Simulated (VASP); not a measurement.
# Pt (P1) in VASP: further runs, part 2 of 2

VASP 6.6.1. Earlier steps stand in the parts before.

**4. Single point, PBEsol**

Input file INCAR:

```
SYSTEM = Pt
PREC     = Accurate       ! precision mode
ENCUT    = 520            ! plane-wave cutoff, eV
EDIFF    = 1E-7           ! SCF threshold, eV
ISMEAR   = -1             ! smearing method
SIGMA    = 0.08           ! smearing width, eV
LREAL    = .FALSE.        ! projectors in reciprocal space
LASPH    = .TRUE.         ! aspherical terms in the spheres
NELM     = 60             ! most SCF steps
ALGO     = Normal         ! electronic algorithm
ISIF     = 2              ! what is computed and relaxed
LWAVE    = .FALSE.        ! write WAVECAR
LCHARG   = .FALSE.        ! write CHGCAR
GGA      = PS             ! functional
NBANDS   = 28             ! bands
```

Input file KPOINTS:

```
Automatic mesh
0
G
  4 4 8
  0 0 0
```

Input file POSCAR:

```
Pt
1.0
    0.0000000000      3.9218000000      3.9218000000
    3.9218000000      0.0000000000      3.9218000000
    1.9609000000      1.9609000000      0.0000000000
Pt
4
Direct
   -0.0028763578      0.0090291448     -0.0068068234
    0.0035723392      0.5049915855     -0.0352664593
    0.4918555255     -0.0076694375      0.0244046101
    0.5074486205      0.4936485797      0.0176684176
```

Potentials or basis: VASP PAW PBE potentials, release 64 (Pt).

Launch:

```console
$ cat potpaw_PBE.64/Pt/POTCAR > POTCAR
$ mpirun -np 1 vasp_std > vasp.out
```

OUTCAR:

```text
SYSTEM = Pt
   PREC = Accurate
   ENCUT = 520
   EDIFF = 1E-7
   ISMEAR = -1
   LREAL = .FALSE.
   LASPH = .TRUE.
   NELM = 60
   ISIF = 2
   GGA = PS

 ion  position               nearest neighbor table
   1  0.997  0.009  0.993-   4 2.70   3 2.72   2 2.73   3 2.74   2 2.75   2 2.80   3 2.81   2 2.82
                             3 2.83   4 2.84
   2  0.004  0.505  0.965-   4 2.71   4 2.71   1 2.73   1 2.75   3 2.77   3 2.78   1 2.80   1 2.82
                             4 2.84   4 2.84
   3  0.492  0.992  0.024-   1 2.72   4 2.73   1 2.74   4 2.76   2 2.77   2 2.78   4 2.79   1 2.81
                             4 2.82   1 2.83
   4  0.507  0.494  0.018-   1 2.70   2 2.71   2 2.71   3 2.73   3 2.76   3 2.79   3 2.82   2 2.84
                             2 2.84   1 2.84

  LATTYP: Found a base centered orthorhombic cell.
 ALAT       =     5.5462627489
 B/A-ratio  =     1.4142135624
 C/A-ratio  =     0.5000000000

  Lattice vectors:

 A1 = (  -1.9609000000,   1.9609000000,  -3.9218000000)
 A2 = (  -1.9609000000,   1.9609000000,   3.9218000000)
 A3 = (   1.9609000000,   1.9609000000,   0.0000000000)

Analysis of symmetry for initial positions (statically):
=====================================================================
 Subroutine PRICEL returns:
 Original cell was already a primitive cell.

 Routine SETGRP: Setting up the symmetry group for a
 base centered orthorhombic supercell.

 Subroutine GETGRP returns: Found  1 space group operations
 (whereof  1 operations were pure point group operations)
 out of a pool of  8 trial point group operations.

The static configuration has the point symmetry C_1 .

Analysis of symmetry for dynamics (positions and initial velocities):
=====================================================================
 Subroutine PRICEL returns:
 Original cell was already a primitive cell.

 Routine SETGRP: Setting up the symmetry group for a
 base centered orthorhombic supercell.

 Subroutine GETGRP returns: Found  1 space group operations
 (whereof  1 operations were pure point group operations)
 out of a pool of  8 trial point group operations.

The dynamic configuration has the point symmetry C_1 .

 Subroutine INISYM returns: Found  1 space group operations
 (whereof  1 operations are pure point group operations),
 and found     1 'primitive' translations

----------------------------------------------------------------------------------------

                                     Primitive cell

  volume of cell :      60.3193

  direct lattice vectors                    reciprocal lattice vectors
     0.000000000  3.921800000  3.921800000    -0.127492478  0.127492478  0.127492478
     3.921800000  0.000000000  3.921800000     0.127492478 -0.127492478  0.127492478
     1.960900000  1.960900000  0.000000000     0.254984956  0.254984956 -0.254984956

  length of vectors
     5.546262749  5.546262749  2.773131374     0.220823449  0.220823449  0.441646899

  position of ions in fractional coordinates (direct lattice)
     0.997123642  0.009029145  0.993193177
     0.003572339  0.504991586  0.964733541
     0.491855526  0.992330563  0.024404610
     0.507448620  0.493648580  0.017668418

  ion indices of the primitive-cell ions
   primitive index   ion index
                 1           1
                 2           2
                 3           3
                 4           4

----------------------------------------------------------------------------------------

 KPOINTS: Automatic mesh

Automatic generation of k-mesh.
 Grid dimensions read from file:
 generate k-points for:    4    4    8

 Generating k-lattice:

  Cartesian coordinates                     Fractional coordinates (reciprocal lattice)
    -0.031873119  0.031873119  0.031873119     0.250000000  0.000000000  0.000000000
     0.031873119 -0.031873119  0.031873119     0.000000000  0.250000000  0.000000000
     0.031873119  0.031873119 -0.031873119     0.000000000  0.000000000  0.125000000

  Length of vectors
     0.055205862  0.055205862  0.055205862

  Shift w.r.t. Gamma in fractional coordinates (k-lattice)
     0.000000000  0.000000000  0.000000000

 Subroutine IBZKPT returns following result:
 ===========================================

 Found     68 irreducible k-points:

 Following reciprocal coordinates:
            Coordinates               Weight
  0.000000  0.000000  0.000000      1.000000
  0.250000  0.000000  0.000000      2.000000
  0.000000 -0.250000  0.000000      2.000000
  0.500000  0.000000  0.000000      1.000000
  0.000000  0.500000  0.000000      1.000000
  0.250000  0.250000  0.000000      2.000000
[... 16 lines left out ...]
  0.500000  0.500000  0.125000      2.000000
 -0.250000 -0.250000  0.125000      2.000000
 [... further k-points ...]
   k-points           NKPTS =     68   k-points in BZ     NKDIM =     68   number of bands    NBANDS=     28
   number of dos      NEDOS =    301   number of ions     NIONS =      4
   total plane-waves  NPLWV =  42336
   dimension x,y,z NGX =    42 NGY =   42 NGZ =   24
   dimension x,y,z NGXF=    84 NGYF=   84 NGZF=   48
   ions per type =               4
   NGX,Y,Z   is equivalent  to a cutoff of  12.59, 12.59, 14.39 a.u.
   NGXF,Y,Z  is equivalent  to a cutoff of  25.18, 25.18, 28.78 a.u.
 SYSTEM =  Pt
   PREC   = accura    normal or accurate (medium, high low for compatibility)
   ISTART =      0    job   : 0-new  1-cont  2-samecut
   ICHARG =      2    charge: 1-file 2-atom 10-const
   ISPIN  =      1    spin polarized calculation?
   LNONCOLLINEAR =      F non collinear calculations
   LSORBIT =      F    spin-orbit coupling
   LASPH  =      T    aspherical Exc in radial PAW
   ENCUT  =  520.0 eV  38.22 Ry    6.18 a.u.  10.31 10.31  5.16*2*pi/ulx,y,z
   NELM   =     60;   NELMIN=  2; NELMDL= -5     # of ELM steps
   EDIFF  = 0.1E-06   stopping-criterion for ELM
   LREAL  =      F    real-space projection
   EDIFFG = 0.1E-05   stopping-criterion for IOM
   NSW    =      0    number of steps for IOM
   IBRION =     -1    ionic relax: 0-MD 1-quasi-New 2-CG
   NFREE  =      0    steps in history (QN), initial steepest desc. (CG)
   ISIF   =      2    stress and relaxation
   ISYM   =      2    0-nonsym 1-usesym 2-fastsym
   POTIM  = 0.5000    time-step for ionic-motion
   TEBEG  =    0.0;   TEEND  =   0.0 temperature during run
   PSTRESS=    0.0 pullay stress
   NELECT =      40.0000    total number of electrons
   NUPDOWN=      -1.0000    fix difference up-down
   EMIN   =  10.00;   EMAX   =-10.00  energy-range for DOS
   EFERMI =   0.00;   METHOD = LEGACY
   ISMEAR =    -1;   SIGMA  =   0.08  broadening in eV -4-tet -1-fermi 0-gaus
   EFERMI_NEDOS =   21; number of points for ismear=-14 and -15
   IALGO  =     38    algorithm
   IMIX   =      4    mixing-type and parameters
     AMIX     =   0.40;   BMIX     =  1.00
     AMIX_MAG =   1.60;   BMIX_MAG =  1.00
  volume/ion in A,a.u.               =      15.08       101.76
  Fermi-wavevector in a.u.,A,eV,Ry     =   1.427609  2.697791 27.729605  2.038068
  Thomas-Fermi vector in A             =   2.547760
   LORBIT       =      0    0 simple, 1 ext, 2 COOP (PROOUT), +10 PAW based schemes
   GGA     = PS    functional components
   LHFCALC =     F    Hartree Fock is set to
   AEXX    =    0.0000 exact exchange contribution
   IVDW    =     0    specifies the selected vdW correction
   LEPSILON=     F    determine dielectric tensor
   LRPA    =     F    only Hartree local field effects (RPA)
 non-spin polarized calculation
  energy-cutoff  :      520.00
  volume of cell :       60.32
 maximum number of plane-waves:      1648
 NGX is ok and might be reduce to    42
   NGX = 21   NGY = 21   NGZ = 11

 number of electron      40.0000000 magnetization

 Free energy of the ion-electron system (eV)
  ---------------------------------------------------
  ext. energy  EPLUGINS =         0.00000000
  ---------------------------------------------------
  free energy    TOTEN  =       -27.81028156 eV

  energy without entropy =      -27.65804823  energy(sigma->0) =      -27.73416490

 E-fermi :  11.0251     XC(G=0): -13.6318

 val. band max:       11.0129382778   @ k =   0.2500   0.2500   0.3750
 cond. band min:      11.0276298676   @ k =   0.0000   0.5000  -0.1250
 fundamental gap:      0.0146915898
 Fermi energy:        11.0251256595

 k-point     1 :       0.0000    0.0000    0.0000
  band No.  band energies     occupation
      1       0.8027      2.00000
      2       3.7167      2.00000
      3       3.7298      2.00000
      4       3.9810      2.00000
      5       4.4419      2.00000
      6       7.1723      2.00000
[... 733 lines left out ...]
     27      23.4594      0.00000
     28      25.4191      0.00000

 [... further k-points ...]
[... 5 lines left out ...]
  --------------------------------------------------------------------------------------
  -------------------------------------------------------------------------------------
  Total       -0.2094630     -0.3962285     -0.2491557     -0.1883282      0.0746121     -0.1452448
  in kB       -5.5636731    -10.5244638     -6.6179749     -5.0022995      1.9818158     -3.8579344
  external PRESSURE =      -7.5687039 kB  Pullay stress =       0.0000000 kB

 VOLUME and BASIS-vectors are now :
 -----------------------------------------------------------------------------
  energy-cutoff  :      520.00
  volume of cell :       60.32
      direct lattice vectors                 reciprocal lattice vectors
     0.000000000  3.921800000  3.921800000    -0.127492478  0.127492478  0.127492478
     3.921800000  0.000000000  3.921800000     0.127492478 -0.127492478  0.127492478
     1.960900000  1.960900000  0.000000000     0.254984956  0.254984956 -0.254984956

 POSITION                                       TOTAL-FORCE (eV/Angst)
 -----------------------------------------------------------------------------------
      1.98296      5.85807      3.94593        -0.247196      0.081051     -0.503882
      3.87222      1.90576      1.99449         0.461680      0.394079      0.080882
      3.93958      1.97681      5.82068        -0.096175      0.057934      0.684485
      1.97064      2.02476      3.92610        -0.118309     -0.533064     -0.261485
 -----------------------------------------------------------------------------------
    total drift:                                0.000019      0.000012      0.000001

  FREE ENERGIE OF THE ION-ELECTRON SYSTEM (eV)
  ---------------------------------------------------
  free  energy   TOTEN  =       -27.8102815616 eV

  energy  without entropy=      -27.6580482346  energy(sigma->0) =      -27.73416490
```

It took 2.2 min on 1 thread of Intel Xeon 6975P-C (Granite Rapids), shared host; peak memory 0.24 GiB.

What came out:

```yaml
Free_energy: -27.8103 eV
Pressure: -0.8 GPa
Largest_force: 0.694 eV/Å
Band_gap_on_the_k_mesh: zero (band 20 reaches 11.56 eV, above the bottom of band 21 at 10.17 eV)
```

Forces in eV/Å, atoms in the order of the input:
```
Pt  -0.247  0.081 -0.504
Pt   0.462  0.394  0.081
Pt  -0.096  0.058  0.684
Pt  -0.118 -0.533 -0.261
```

Caveat: the PAW data sets were made with another functional, which shifts forces and pressure a little; spin-orbit coupling is left out, which moves the levels of the heavy elements.
